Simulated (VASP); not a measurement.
A run of VASP 6.6.1:

Contents of INCAR:

```
SYSTEM = Sb
ALGO     = Normal         ! electronic algorithm
EDIFF    = 1E-6           ! SCF threshold, eV
ENCUT    = 500            ! plane-wave cutoff, eV
GGA      = PE             ! functional
GGA_COMPAT= .False.      
ISIF     = 2              ! what is computed and relaxed
ISMEAR   = -1             ! smearing method
LASPH    = .True.         ! aspherical terms in the spheres
LCHARG   = .True.         ! write CHGCAR
LELF     = .True.         ! ELF
LREAL    = .False.        ! projectors in reciprocal space
LVHAR    = .True.       
LWAVE    = .False.        ! write WAVECAR
NBANDS   = 12             ! bands
NELM     = 120            ! most SCF steps
PREC     = Accurate       ! precision mode
SIGMA    = 0.08           ! smearing width, eV
```

KPOINTS

```
k-points
0
Gamma
  10 10 10
  0 0 0
```

POSCAR

```
Sb
1.0
    0.0000000000      3.4940310073      3.4940310073
    3.4940310073      0.0000000000      3.4940310073
    3.4940310073      3.4940310073      0.0000000000
Sb
2
Direct
   -0.1250000000     -0.1250000000     -0.1250000000
    0.1250000000      0.1250000000      0.1250000000
```

Potentials or basis: VASP PAW PBE potentials, release 64 (Sb).

Command:

```sh
$ cat potpaw_PBE.64/Sb/POTCAR > POTCAR
$ mpirun -np 1 vasp_std > vasp.out
```

Hardware: 1 thread of AMD EPYC 9R45 96-Core Processor (Zen 5), with other jobs on the host.

Task: How long does it take, and how much memory?

Result: Wall time 19 s on 1 thread of AMD EPYC 9R45 96-Core Processor (Zen 5) (shared host), peak memory 0.18 GiB. Counts: scf iterations 11, k points 47.
